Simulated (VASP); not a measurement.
Here is a VASP 6.6.1 calculation.

Contents of INCAR:

```
  PREC = Accurate
  ENCUT = 600
  EDIFF = 1E-6
  ISMEAR = 1
  SIGMA = 0.1
  LREAL = F
  LASPH = T
  NELM = 80
  ALGO = Normal
  ISIF = 8
  LWAVE = F
  LCHARG = F
  GGA = CA
  IBRION = 2
  NSW = 80
  EDIFFG = -0.01
```

File KPOINTS:

```
Automatic mesh
0
Gamma
  6 6 6
```

POSCAR

```
Ti
1.0
    4.1300000000      0.0000000000      0.0000000000
    0.0000000000      4.1300000000      0.0000000000
    0.0000000000      0.0000000000      4.1300000000
Ti
4
Direct
    0.0000000000      0.0000000000      0.0000000000
    0.0000000000      0.5000000000      0.5000000000
    0.5000000000      0.0000000000      0.5000000000
    0.5000000000      0.5000000000      0.0000000000
```

Potentials or basis: VASP PAW LDA potentials, release 64 (Ti_sv).

The run is started by

```bash
$ cat potpaw_LDA.64/Ti_sv/POTCAR > POTCAR
$ mpirun -np 1 vasp_std > vasp.out
```

Problem. Predict the space group after relaxing (to 0.05 Å).

Solution. Fm-3m (No. 225).

Problem. Estimate the relaxed volume.

Solution. 15.94 Å³/atom.

Problem. Estimate the relaxed cell.

Solution. a = 3.995 Å, b = 3.995 Å, c = 3.995 Å, α = 90.00°, β = 90.00°, γ = 90.00°.

Final structure:
```cif
data_structure
_symmetry_space_group_name_H-M 'P 1'
_symmetry_Int_Tables_number 1
_cell_length_a 3.9951
_cell_length_b 3.9951
_cell_length_c 3.9951
_cell_angle_alpha 90.000
_cell_angle_beta 90.000
_cell_angle_gamma 90.000
_cell_volume 63.76
loop_
_atom_site_label
_atom_site_type_symbol
_atom_site_fract_x
_atom_site_fract_y
_atom_site_fract_z
_atom_site_occupancy
Ti1 Ti 0.00000 0.00000 0.00000 1
Ti2 Ti 0.00000 0.50000 0.50000 1
Ti3 Ti 0.50000 0.00000 0.50000 1
Ti4 Ti 0.50000 0.50000 0.00000 1
```
